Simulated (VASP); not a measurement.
Wanted: the native input for a VASP 6.6.1 run.

* Task: single point
* Functional: PBEsol
* Potentials or basis: VASP PAW PBE potentials, release 64 (Te, Cd)
* Cutoff: 500 eV
* k mesh: 6 × 6 × 6
* Occupations: fermi-dirac, width 0.05 eV
* Spin: no spin polarisation
* Dipole correction: no
* Further INCAR settings: ALGO = Normal; EDIFF = 1e-06; NBANDS = 16

The structure of CdTe lies in POSCAR:

```
CdTe
1.0
    0.0000000000      3.2050000000      3.2370500000
    3.2050000000      0.0000000000      3.2370500000
    3.2050000000      3.2050000000      0.0000000000
Te Cd
1 1
Direct
    0.7500000000      0.7500000000      0.7500000000
    0.0000000000      0.0000000000      0.0000000000
```

One way to write it, as run:

INCAR

```
SYSTEM = CdTe
  ALGO = Normal
  EDIFF = 1E-6
  ENCUT = 500
  GGA = PS
  GGA_COMPAT = .FALSE.
  ISIF = 2
  ISMEAR = -1
  LASPH = .TRUE.
  LCHARG = .FALSE.
  LREAL = .FALSE.
  LWAVE = .FALSE.
  NBANDS = 16
  NELM = 120
  PREC = Accurate
  SIGMA = 0.05
```

KPOINTS

```
k-points
0
G
  6 6 6
  0 0 0
```

Potentials or basis: VASP PAW PBE potentials, release 64 (Te, Cd).

Launch:

```sh
$ cat potpaw_PBE.64/Te/POTCAR potpaw_PBE.64/Cd/POTCAR > POTCAR
$ mpirun -np 1 vasp_std > vasp.out
```

It gave:

| Item | Value |
| --- | --- |
| Pressure | 1.4 GPa |
| Band gap on the k mesh | 0.72 eV, direct |

Caveat: the PAW data sets were made with another functional, which shifts forces and pressure a little; spin-orbit coupling is left out, which moves the levels of the heavy elements.

It took 19 s on 1 thread of Intel(R) Xeon(R) 6975P-C (Granite Rapids) (shared host), peak memory 0.21 GiB.
